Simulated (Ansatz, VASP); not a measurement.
One calculation of Mg3ZrN, two programs

Contents of INCAR:

```
SYSTEM = Mg3ZrN
PREC = Accurate ; ENCUT = 520
EDIFF = 1E-7 ; ISMEAR = 0
SIGMA = 0.1 ; LREAL = .False.
LASPH = .True. ; NELM = 150
ALGO = Normal ; ISIF = 2
LWAVE = .False. ; LCHARG = .False.
ISPIN = 2 ; MAGMOM = 0 0 0 1 0
LORBIT = 11 ; LMAXMIX = 4
GGA = PE ; NBANDS = 24
```

File KPOINTS:

```
regular mesh
0
Gamma
  6 6 2
  0 0 0
```

Contents of POSCAR:

```
Mg3ZrN
1.0
    3.0894696616      0.0000000000      0.0000000000
    0.0000000000      3.0894696616      0.0000000000
    0.0000000000      0.0000000000     11.4142942638
Mg Zr N
3 1 1
Direct
    0.0000000000      0.0000000000      0.0000000000
    0.5000000000      0.5000000000      0.2153948004
    0.5000000000      0.5000000000      0.7846051996
    0.5000000000      0.5000000000      0.5000000000
    0.0000000000      0.0000000000      0.5000000000
```

Input for Ansatz:

```yaml
crystal:
  lattice:
    - [3.0894696616, 0.0, 0.0]
    - [0.0, 3.0894696616, 0.0]
    - [0.0, 0.0, 11.4142942638]
  atoms:
    - { symbol: Mg, position: [0.0, 0.0, 0.0] }
    - { symbol: Mg, position: [0.5, 0.5, 0.2153948004] }
    - { symbol: Mg, position: [0.5, 0.5, 0.7846051996] }
    - { symbol: Zr, position: [0.5, 0.5, 0.5], spin: 1.0 }
    - { symbol: "N", position: [0.0, 0.0, 0.5] }
basis:
  ecutwfc: 420
kpoints:
  mp_grid: { grid: [6, 6, 2] }
hamiltonian:
  xc: pbe
scf:
  occupations: { method: gaussian, width: 0.1 }
  lower_state_search: "off"
output:
  forces: true
  stress: true
  eigenvalues: true
  populations: true
magnetization:
  spin_polarized: true
```

Alike in both runs: task single point; functional PBE; k mesh 6 × 6 × 2; occupations gaussian, width 0.1 eV; collinear spin.

|  | VASP | Ansatz |
| --- | --- | --- |
| version | VASP 6.6.1 | Ansatz 0.2.0 |
| potentials or method | VASP PAW PBE potentials, release 64 (Mg, Zr_sv, N), cutoff 520 eV | scalar-relativistic, plane waves, PAW |
| valence electrons in the cell | 23 | 47 |

```tsv
	VASP	Ansatz	Ansatz less VASP
gap on the k mesh at the Fermi level (eV)	none	none	-
pressure (GPa)	0.2	0.2	+0.02
traceless stress, the component that is largest in VASP (GPa)	-0.72	-0.64	+0.080
rms of the force components (eV/Å)	0.010	0.008	-0.0018
net moment per atom (μB)	0.00	0.00	0.000
```

Atom by atom the forces differ by 0.002 eV/Å (rms over components). A gap of «none» marks a metal or a gap that the smearing closes. VASP's potentials hold 23 valence electrons a cell and Ansatz's 47, so a difference there can come from the potentials and not from the codes. Ansatz's warnings: seeded moment not kept.
